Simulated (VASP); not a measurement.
# Se in VASP: a series of runs, part 2 of 2

VASP 6.6.1.

**3. Single point, PBE-based screened hybrid**

Contents of POSCAR:

```
Se
1.0
    4.3662000000      0.0000000000      0.0000000000
   -2.1831000000      3.7812401180      0.0000000000
    0.0000000000      0.0000000000      4.9536000000
Se
3
Direct
    0.7746000000      0.7746000000      0.0000000000
    0.0000000000      0.2254000000      0.6666666667
    0.2254000000      0.0000000000      0.3333333333
```

Contents of INCAR.step1:

```
ALGO = Normal ; EDIFF = 1E-5
ENCUT = 520 ; GGA = PE
ISIF = 2 ; ISMEAR = -1
LASPH = True ; LCHARG = False
LREAL = False ; LWAVE = True
NBANDS = 16 ; NELM = 100
PREC = Accurate ; SIGMA = 0.05
```

Contents of INCAR.step2:

```
AEXX = 0.25 ; ALGO = Normal
EDIFF = 1E-6 ; ENCUT = 520
GGA = PE ; HFSCREEN = 0.3
ISIF = 2 ; ISMEAR = -1
ISTART = 1 ; LASPH = True
LCHARG = False ; LHFCALC = True
LREAL = False ; LWAVE = False
NBANDS = 16 ; NELM = 100
PREC = Accurate ; PRECFOCK = Normal
SIGMA = 0.05
```

Contents of KPOINTS:

```
k-points
0
Gamma
  4 4 3
```

Potentials or basis: VASP PAW PBE potentials, release 64 (Se).

Command:

```bash
$ cat potpaw_PBE.64/Se/POTCAR > POTCAR
$ cp INCAR.step1 INCAR
$ mpirun -np 1 vasp_std > vasp.out
$ cp INCAR.step2 INCAR
$ mpirun -np 1 vasp_std > vasp.out
```

Run time: 7.1 min. Hardware: 1 thread of Intel Xeon Platinum 8559C (Emerald Rapids), shared host; peak memory 0.3 GiB.

The run converged. Its results:

- Free energy: -12.7176 eV
- Pressure: 0.7 GPa
- Largest force: 0.149 eV/Å
- Band gap on the k mesh: 2.23 eV, indirect (least direct gap 2.62 eV)

Forces in eV/Å, atoms in the order of the input:
```
Se   0.074  0.129  0.000
Se   0.074 -0.129  0.000
Se  -0.149  0.000  0.000
```

Stress tensor (GPa, compression positive):
```
0.88 0.00 0.00
0.00 0.88 0.00
0.00 0.00 0.45
```

Levels at points of the mesh, in eV from the valence-band top:
| k point | band 7 | band 8 | band 9 | band 10 | band 11 | band 12 |
| --- | --- | --- | --- | --- | --- | --- |
| (0.00, 0.00, 0.00) | -1.96 | -1.96 | -0.21 | 2.90 | 2.90 | 3.18 |
| (0.50, 0.00, 0.00) | -2.75 | -1.57 | -0.80 | 2.89 | 3.32 | 5.21 |

Caveat: the k points lie up to 0.42 Å⁻¹ apart; the PAW data sets were made with another functional, which shifts forces and pressure a little. A k mesh can miss the band edges.

**4. Single point, PBEsol**

This run uses another cell than the first one, of 26.17 Å³/atom, 0.960 times its volume.

Contents of INCAR:

```
  PREC = Accurate
  ENCUT = 520
  EDIFF = 1E-6
  ISMEAR = -1
  SIGMA = 0.05
  LREAL = False
  LASPH = True
  NELM = 60
  ALGO = Normal
  ISIF = 2
  LWAVE = False
  LCHARG = True
  GGA = PS
  LELF = True
  LVHAR = True
  NBANDS = 16
```

Contents of KPOINTS:

```
regular mesh
0
Gamma
  6 6 5
```

POSCAR, as its differences from that of step 3:

```diff
@@ -4,3 +4,3 @@
    -2.1831000000      3.7812401180      0.0000000000
-    0.0000000000      0.0000000000      4.9536000000
+    0.0000000000      0.0000000000      4.7554560000
 Se
```

Potentials or basis: VASP PAW PBE potentials, release 64 (Se).

Command:

```bash
$ cat potpaw_PBE.64/Se/POTCAR > POTCAR
$ mpirun -np 1 vasp_std > vasp.out
```

OUTCAR:

```text
PREC = Accurate
   ENCUT = 520
   EDIFF = 1E-6
   ISMEAR = -1
   LREAL = False
   LASPH = True
   NELM = 60
   ISIF = 2
   GGA = PS

 ion  position               nearest neighbor table
   1  0.775  0.775  0.000-   2 2.33   3 2.33
   2  0.000  0.225  0.667-   1 2.33   3 2.33
   3  0.225  0.000  0.333-   1 2.33   2 2.33

  LATTYP: Found a hexagonal cell.
 ALAT       =     4.3662000000
 C/A-ratio  =     1.0891521231

  Lattice vectors:

 A1 = (   4.3662000000,   0.0000000000,   0.0000000000)
 A2 = (  -2.1831000000,   3.7812401180,   0.0000000000)
 A3 = (   0.0000000000,   0.0000000000,   4.7554560000)

Analysis of symmetry for initial positions (statically):
=====================================================================
 Subroutine PRICEL returns:
 Original cell was already a primitive cell.

 Routine SETGRP: Setting up the symmetry group for a
 hexagonal supercell.

 Subroutine GETGRP returns: Found  6 space group operations
 (whereof  2 operations were pure point group operations)
 out of a pool of 24 trial point group operations.

[... 164 lines left out ...]

 E-fermi :   3.5258     XC(G=0):  -9.1977

 val. band max:        2.9108870570   @ k =  -0.1667   0.5000   0.4000
 cond. band min:       4.0499333715   @ k =   0.0000   0.0000   0.4000
 fundamental gap:      1.1390463145
 Fermi energy:         3.5257773923

 k-point     1 :       0.0000    0.0000    0.0000
  band No.  band energies     occupation
      1     -13.3136      2.00000
      2      -8.7986      2.00000
      3      -8.7986      2.00000
      4      -1.1559      2.00000
      5      -1.0579      2.00000
      6      -1.0579      2.00000
[... 433 lines left out ...]
      3      -7.2216      2.00000
      4      -2.6478      2.00000
      5      -1.7849      2.00000
      6      -1.1484      2.00000
[... 8 lines left out ...]
     15      10.9557      0.00000
     16      11.4049      0.00000

 [... further k-points ...]

------------------------ aborting loop because EDIFF is reached ----------------------------------------

  FORCE on cell =-STRESS in cart. coord.  units (eV):
  Direction    XX          YY          ZZ          XY          YZ          ZX
  --------------------------------------------------------------------------------------
  -------------------------------------------------------------------------------------
  Total        1.1838396      1.1838396      3.4308269      0.0000000      0.0000000      0.0000000
  in kB       24.1586914     24.1586914     70.0131042      0.0000000      0.0000000      0.0000000
  external PRESSURE =      39.4434956 kB  Pullay stress =       0.0000000 kB

 VOLUME and BASIS-vectors are now :
 -----------------------------------------------------------------------------
  energy-cutoff  :      520.00
  volume of cell :       78.51
      direct lattice vectors                 reciprocal lattice vectors
     4.366200000  0.000000000  0.000000000     0.229032110  0.132231751  0.000000000
    -2.183100000  3.781240118  0.000000000     0.000000000  0.264463501  0.000000000
     0.000000000  0.000000000  4.755456000     0.000000000  0.000000000  0.210284776

 POSITION                                       TOTAL-FORCE (eV/Angst)
 -----------------------------------------------------------------------------------
      1.69103      2.92895      0.00000        -0.441365     -0.764466      0.000000
     -0.49207      0.85229      3.17030        -0.441365      0.764466      0.000000
      0.98414      0.00000      1.58515         0.882730      0.000000     -0.000000
 -----------------------------------------------------------------------------------
    total drift:                               -0.000000     -0.000000     -0.000000

  FREE ENERGIE OF THE ION-ELECTRON SYSTEM (eV)
  ---------------------------------------------------
  free  energy   TOTEN  =       -11.4018165222 eV

  energy  without entropy=      -11.4018156408  energy(sigma->0) =      -11.40181608
```

It took 29 s on 1 thread of AMD EPYC 7R13 (Zen 3), shared host; peak memory 0.15 GiB.

What came out:

| Quantity | Value |
| --- | --- |
| Free energy | -11.4018 eV |
| Pressure | 3.9 GPa |
| Largest force | 0.883 eV/Å |
| Band gap on the k mesh | 1.14 eV, indirect (least direct gap 1.72 eV) |

Forces on the atoms (eV/Å):
```
Se  -0.441 -0.764  0.000
Se  -0.441  0.764  0.000
Se   0.883  0.000  0.000
```

Caveat: the PAW data sets were made with another functional, which shifts forces and pressure a little. A k mesh can miss the band edges.

**5. The runs side by side**

| level | potentials or basis | cell | k mesh | smearing | grid for exact exchange (PRECFOCK) | share of exact exchange | screening parameter | gap on the mesh (eV) | pressure (GPa) | largest force (eV/Å) |
| --- | --- | --- | --- | --- | --- | --- | --- | --- | --- | --- |
| LDA | VASP PAW LDA potentials, release 64 (Se) | a = 4.353, b = 4.418, c = 4.923 Å, angles 90.3, 89.8, 120.2°, 3 atoms | 7 × 7 × 6 | fermi-dirac 0.1 eV | - | - | - | 0.99 | -0.9 | 0.35 |
| PBE-based screened hybrid | VASP PAW PBE potentials, release 64 (Se) | a = 4.366, b = 4.366, c = 4.954 Å, angles 90.0, 90.0, 120.0°, 3 atoms | 4 × 4 × 3 | fermi-dirac 0.05 eV | Normal | 0.25 | 0.3 1/Å | 2.23 | 0.7 | 0.15 |
| PBEsol | VASP PAW PBE potentials, release 64 (Se) | a = 4.366, b = 4.366, c = 4.755 Å, angles 90.0, 90.0, 120.0°, 3 atoms | 6 × 6 × 5 | fermi-dirac 0.05 eV | - | - | - | 1.14 | 3.9 | 0.88 |

Alike in all rows: task single point; no spin polarisation; cutoff (eV) 520.

Caveats: some runs use coarse meshes; the PAW data sets were made with another functional, which shifts forces and pressure a little (some runs).

Total energies depend on the potentials used, so only differences within one code and one set of settings carry meaning.
